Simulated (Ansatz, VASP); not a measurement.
# One calculation of Ag, two programs

INCAR

```
ALGO     = Normal         # electronic algorithm
EDIFF    = 1E-6           # SCF threshold, eV
ENCUT    = 520            # plane-wave cutoff, eV
GGA      = PE             # functional
ISIF     = 2              # what is computed and relaxed
ISMEAR   = 0              # smearing method
LASPH    = True           # aspherical terms in the spheres
LCHARG   = False          # write CHGCAR
LREAL    = False          # projectors in reciprocal space
LWAVE    = False          # write WAVECAR
NBANDS   = 12             # bands
NELM     = 60             # most SCF steps
PREC     = Accurate       # precision mode
SIGMA    = 0.1            # smearing width, eV
```

Contents of KPOINTS:

```
k-points
0
Gamma
  8 8 8
```

Contents of POSCAR:

```
Ag
1.0
    0.0000000000      2.0756050217      2.0756050217
    2.0756050217      0.0000000000      2.0756050217
    2.0756050217      2.0756050217      0.0000000000
Ag
1
Direct
    0.5000000000      0.5000000000      0.5000000000
```

Input for Ansatz:

```yaml
crystal:
  lattice:
    - [0.0, 2.0756050217, 2.0756050217]
    - [2.0756050217, 0.0, 2.0756050217]
    - [2.0756050217, 2.0756050217, 0.0]
  atoms:
    - { symbol: Ag, position: [0.5, 0.5, 0.5] }
basis:
  ecutwfc: 420
kpoints:
  mp_grid: { grid: [8, 8, 8] }
hamiltonian:
  xc: pbe
scf:
  occupations: { method: gaussian, width: 0.1 }
  lower_state_search: "off"
output:
  forces: true
  stress: true
  eigenvalues: true
```

Change from the starting cell: the structure that the rattled cell fell into.

Alike in both runs: task single point; functional PBE; k mesh 8 × 8 × 8; occupations gaussian, width 0.1 eV; no spin polarisation.

|  | VASP | Ansatz |
| --- | --- | --- |
| version | VASP 6.6.1 | Ansatz 0.2.0 |
| potentials or method | VASP PAW PBE potentials, release 64 (Ag), cutoff 520 eV | scalar-relativistic, plane waves, PAW |
| valence electrons in the cell | 11 | 19 |

```tsv
	VASP	Ansatz	Ansatz less VASP
gap on the k mesh at the Fermi level (eV)	none	none	-
pressure (GPa)	0.2	0.3	+0.10
```

A gap of «none» marks a metal or a gap that the smearing closes. VASP's potentials hold 11 valence electrons a cell and Ansatz's 19, so a difference there can come from the potentials and not from the codes.
